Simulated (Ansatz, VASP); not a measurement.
**One calculation of Si, two programs**

```
Si
1.0
     2.38200   -3.80693    0.00000
     2.38200    3.80693    0.00000
     0.00000    0.00000    3.74472
Si
4
Direct
  0.14753 0.85247 0.85262
  0.64753 0.35247 0.64738
  0.85247 0.14753 0.14738
  0.35247 0.64753 0.35262
```

Alike in both runs: task relaxation of cell and atoms; functional PBE; k mesh 12 × 12 × 12; occupations gaussian, width 0.1 eV; no spin polarisation.

|  | VASP | Ansatz |
| --- | --- | --- |
| version | VASP 6.6.1 | Ansatz 0.2.0 |
| potentials or method | VASP PAW PBE potentials, release 64 (Si), cutoff 600 eV | scalar-relativistic, plane waves, PAW |
| valence electrons in the cell | 16 | 16 |

Ansatz gave:

```
gap on the k mesh at the Fermi level, each at its own relaxed structure (eV)  : none
relaxed volume (Å³/atom)                                                      : 16.97
relaxed length of the cell vector where the two differ most in proportion (Å) : 3.744
```

Task: Which values does VASP return?

Result: gap on the k mesh at the Fermi level, each at its own relaxed structure (eV): none; relaxed volume (Å³/atom): 16.97; relaxed length of the cell vector where the two differ most in proportion (Å): 3.746.

A gap of «none» marks a metal or a gap that the smearing closes.
